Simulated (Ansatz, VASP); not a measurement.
Au: VASP beside Ansatz

INCAR

```
SYSTEM = Au
PREC = Accurate ; ENCUT = 520
EDIFF = 1E-6 ; ISMEAR = -1
SIGMA = 0.1 ; LREAL = .False.
LASPH = .True. ; NELM = 60
ALGO = Normal ; ISIF = 2
LWAVE = .False. ; LCHARG = .True.
GGA = PS ; LELF = .True.
LVHAR = .True. ; NBANDS = 18
```

The input KPOINTS:

```
Automatic mesh
0
Gamma
  13 13 7
  0 0 0
```

File POSCAR:

```
Au
1.0
    2.8205075960      0.0000000000      0.0000000000
   -1.4102537980      2.4426315497      0.0000000000
    0.0000000000      0.0000000000      4.7462334719
Au
2
Direct
    0.3333333333      0.6666666667      0.7500000000
    0.6666666667      0.3333333333      0.2500000000
```

Input for Ansatz:

```yaml
crystal:
  lattice:
    - [2.820507596034682, 0.0, 0.0]
    - [-1.410253798017341, 2.4426315497391755, 0.0]
    - [0.0, 0.0, 4.746233471948017]
  atoms:
    - { symbol: Au, position: [0.3333333333333333, 0.6666666666666666, 0.75] }
    - { symbol: Au, position: [0.6666666666666666, 0.3333333333333333, 0.25] }
basis:
  ecutwfc: 500.0
kpoints:
  mp_grid:
    grid: [13, 13, 7]
hamiltonian:
  xc: pbesol
scf:
  occupations:
    method: fermi_dirac
output:
  stress: true
```

Alike in both runs: task single point; functional PBEsol; k mesh 13 × 13 × 7; no spin polarisation.

|  | VASP | Ansatz |
| --- | --- | --- |
| version | VASP 6.6.1 | Ansatz 0.2.0 |
| potentials or method | VASP PAW PBE potentials, release 64 (Au), cutoff 520 eV | plane waves, PAW |
| occupations | fermi-dirac, width 0.1 eV | fermi-dirac |
| valence electrons in the cell | 22 | 38 |

|  | VASP | Ansatz | Ansatz less VASP |
| --- | --- | --- | --- |
| pressure (GPa) | 7.6 | 7.9 | +0.32 |
| traceless stress, the component that is largest in VASP (GPa) | -0.99 | -0.99 | +0.006 |

VASP's potentials were made for PBE, not for PBEsol. VASP's potentials hold 22 valence electrons a cell and Ansatz's 38, so a difference there can come from the potentials and not from the codes.

Spin-orbit coupling is off throughout.
